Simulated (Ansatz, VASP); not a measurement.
Two plane-wave programs on EuO

File INCAR:

```
ALGO     = Normal         # electronic algorithm
EDIFF    = 1E-6           # SCF threshold, eV
ENCUT    = 600            # plane-wave cutoff, eV
GGA      = RP             # functional
GGA_COMPAT= False        
ISIF     = 2              # what is computed and relaxed
ISMEAR   = -1             # smearing method
ISPIN    = 2              # spin polarisation
LASPH    = True           # aspherical terms in the spheres
LCHARG   = True           # write CHGCAR
LELF     = True           # ELF
LMAXMIX  = 6              # l up to which the mixer works
LORBIT   = 11             # projections on sites
LREAL    = False          # projectors in reciprocal space
LVHAR    = True         
LWAVE    = False          # write WAVECAR
MAGMOM   = 7 0            # initial moments
NBANDS   = 22             # bands
NELM     = 200            # most SCF steps
PREC     = Accurate       # precision mode
SIGMA    = 0.15           # smearing width, eV
```

File KPOINTS:

```
k-points
0
Gamma
  11 11 11
```

POSCAR

```
EuO
1.0
    0.0000000000      2.5719500000      2.5719500000
    2.5719500000      0.0000000000      2.5719500000
    2.5719500000      2.5719500000      0.0000000000
Eu O
1 1
Direct
    0.0000000000      0.0000000000      0.0000000000
    0.5000000000      0.5000000000      0.5000000000
```

Input for Ansatz:

```yaml
crystal:
  lattice:
    - [0.0, 2.57195, 2.57195]
    - [2.57195, 0.0, 2.57195]
    - [2.57195, 2.57195, 0.0]
  atoms:
    - { symbol: Eu, position: [0.0, 0.0, 0.0] }
    - { symbol: O, position: [0.5, 0.5, 0.5] }
kpoints:
  mp_grid:
    grid: [11, 11, 11]
hamiltonian:
  xc: rpbe
magnetization:
  spin_polarized: true
  per_species:
    Eu: 7.0
scf:
  occupations:
    method: fermi_dirac
    width: 0.15
output:
  stress: true
```

Alike in both runs: task single point; functional RPBE; k mesh 11 × 11 × 11; occupations fermi-dirac, width 0.15 eV; collinear spin.

|  | VASP | Ansatz |
| --- | --- | --- |
| version | VASP 6.6.1 | Ansatz 0.2.0 |
| potentials or method | VASP PAW PBE potentials, release 64 (Eu, O) | plane waves, PAW |
| plane-wave cutoff (eV) | 600 | 420 |
| valence electrons in the cell | 23 | 23 |

Ansatz gave:

- pressure (GPa): -0.7
- net moment per atom (μB): 3.48
- size of the moment on the site where the two differ most (μB): 6.61

Question: What did VASP give for the same quantities?

Answer: Pressure (GPa): -1.0; net moment per atom (μB): 3.48; size of the moment on the site where the two differ most (μB): 6.57.

VASP's potentials were made for PBE, not for RPBE. Site moments also hang on the region over which each program counts them. With one functional, cell and mesh, what is left measures potentials, basis and numerics.

Spin-orbit coupling is off throughout.
